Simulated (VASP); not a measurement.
Input of a VASP 6.6.1 run:

The input INCAR:

```
ALGO = Normal
EDIFF = 1E-6
ENCUT = 520
GGA = PS
ISIF = 2
ISMEAR = -1
LASPH = True
LCHARG = False
LREAL = False
LWAVE = False
NBANDS = 8
NELM = 80
PREC = Accurate
SIGMA = 0.08
```

KPOINTS

```
k-points
0
Gamma
  14 14 14
```

File POSCAR:

```
Al
1.0
    0.0000000000      2.0064656249      2.0064656249
    2.0064656249      0.0000000000      2.0064656249
    2.0064656249      2.0064656249      0.0000000000
Al
1
Direct
    0.0000000000      0.0000000000      0.0000000000
```

Potentials or basis: VASP PAW PBE potentials, release 64 (Al).

Launch:

```bash
$ cat potpaw_PBE.64/Al/POTCAR > POTCAR
$ mpirun -np 1 vasp_std > vasp.out
```

**Question.** Predict the pressure.

**Answer.** 0.0 GPa.

Caveat: the PAW data sets were made with another functional, which shifts forces and pressure a little.
